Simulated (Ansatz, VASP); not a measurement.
Two plane-wave programs on TiH

Contents of INCAR:

```
SYSTEM = TiH
PREC     = Accurate       ! precision mode
ENCUT    = 500            ! plane-wave cutoff, eV
EDIFF    = 1E-6           ! SCF threshold, eV
ISMEAR   = -1             ! smearing method
SIGMA    = 0.1            ! smearing width, eV
LREAL    = .FALSE.        ! projectors in reciprocal space
LASPH    = .TRUE.         ! aspherical terms in the spheres
NELM     = 120            ! most SCF steps
ALGO     = Normal         ! electronic algorithm
ISIF     = 2              ! what is computed and relaxed
LWAVE    = .FALSE.        ! write WAVECAR
LCHARG   = .TRUE.         ! write CHGCAR
GGA      = CA             ! functional
LELF     = .TRUE.         ! ELF
LVHAR    = .TRUE.       
NBANDS   = 21             ! bands
GGA_COMPAT= .FALSE.
```

KPOINTS

```
regular mesh
0
G
  5 5 3
  0 0 0
```

File POSCAR:

```
TiH
1.0
    2.9474930000      0.0000000000      0.0000000000
    0.0000000000      2.9474930000      0.0000000000
    0.0000000000      0.0000000000      4.5681400000
Ti H
2 2
Direct
    0.5000000000      0.0000000000      0.5000000000
    0.0000000000      0.5000000000      0.0000000000
    0.0000000000      0.0000000000      0.2500000000
    0.0000000000      0.0000000000      0.7500000000
```

Input for Ansatz:

```yaml
crystal:
  lattice:
    - [2.947493, 0.0, 0.0]
    - [0.0, 2.947493, 0.0]
    - [0.0, 0.0, 4.56814]
  atoms:
    - { symbol: Ti, position: [0.5, 0.0, 0.5] }
    - { symbol: Ti, position: [0.0, 0.5, 0.0] }
    - { symbol: H, position: [0.0, 0.0, 0.25] }
    - { symbol: H, position: [0.0, 0.0, 0.75] }
basis:
  ecutwfc: 500.0
kpoints:
  mp_grid:
    grid: [5, 5, 3]
hamiltonian:
  xc: lda
scf:
  n_extra_bands: 16
  convergence:
    dr2_threshold: 1.0e-08
  lower_state_search: "off"
  occupations:
    method: fermi_dirac
output:
  stress: true
```

Alike in both runs: task single point; functional LDA; k mesh 5 × 5 × 3; no spin polarisation.

```csv
,VASP,Ansatz
version,VASP 6.6.1,Ansatz 0.2.0
potentials or method,"VASP PAW LDA potentials, release 64 (Ti_sv, H), cutoff 500 eV","plane waves, PAW"
occupations,"fermi-dirac, width 0.1 eV",fermi-dirac
valence electrons in the cell,26,26
```

```tsv
	VASP	Ansatz	Ansatz less VASP
pressure (GPa)	-6.7	-6.7	-0.02
traceless stress, the component that is largest in VASP (GPa)	0.68	0.64	-0.046
```

LDA's correlation is that of Perdew and Zunger in VASP and of Perdew and Wang (1992) in Ansatz. Ansatz's warnings: stress scf threshold loose.

The k mesh is coarse, so the values compare programs but aren't converged.
